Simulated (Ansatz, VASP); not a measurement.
**CoSi2 in VASP and in Ansatz**

INCAR

```
SYSTEM = CoSi2
ALGO = Normal
EDIFF = 1E-8
ENCUT = 520
ISIF = 2
ISMEAR = 0
LASPH = .TRUE.
LCHARG = .FALSE.
LEFG = .TRUE.
LREAL = .FALSE.
LWAVE = .FALSE.
NBANDS = 16
NELM = 100
PREC = Accurate
SIGMA = 0.05
```

KPOINTS

```
k-points
0
G
  14 14 14
  0 0 0
```

The input POSCAR:

```
CoSi2
1.0
    0.0000000000      2.6780000000      2.6780000000
    2.6780000000      0.0000000000      2.6780000000
    2.6780000000      2.6780000000      0.0000000000
Co Si
1 2
Direct
    0.0000000000      0.0000000000      0.0000000000
    0.2500000000      0.2500000000      0.2500000000
    0.7500000000      0.7500000000      0.7500000000
```

Input for Ansatz:

```yaml
crystal:
  lattice:
    - [0.0, 2.678, 2.678]
    - [2.678, 0.0, 2.678]
    - [2.678, 2.678, 0.0]
  atoms:
    - { symbol: Co, position: [0.0, 0.0, 0.0] }
    - { symbol: Si, position: [0.25, 0.25, 0.25] }
    - { symbol: Si, position: [0.75, 0.75, 0.75] }
basis:
  ecutwfc: 420
  ecutrho_ratio: 4
kpoints:
  mp_grid: { grid: [14, 14, 14] }
hamiltonian:
  xc: lda
scf:
  occupations: { method: gaussian, width: 0.05 }
output:
  forces: true
  stress: true
  eigenvalues: true
  populations: true
  efg: { contact_densities: true, quadrupole_moments_barn: { Co: 0.42 } }
```

Alike in both runs: task electric field gradients; functional LDA; k mesh 14 × 14 × 14; occupations gaussian, width 0.05 eV; no spin polarisation.

|  | VASP | Ansatz |
| --- | --- | --- |
| version | VASP 6.6.1 | Ansatz 0.2.0 |
| potentials or method | VASP PAW LDA potentials, release 64 (Co, Si), cutoff 520 eV | scalar-relativistic, plane waves, PAW |
| valence electrons in the cell | 17 | 25 |

|  | VASP | Ansatz | Ansatz less VASP |
| --- | --- | --- | --- |
| gap on the k mesh at the Fermi level (eV) | none | none | - |
| pressure (GPa) | -8.3 | -8.5 | -0.22 |

LDA's correlation is that of Perdew and Zunger in VASP and of Perdew and Wang (1992) in Ansatz. A gap of «none» marks a metal or a gap that the smearing closes. VASP's potentials hold 17 valence electrons a cell and Ansatz's 25, so a difference there can come from the potentials and not from the codes.
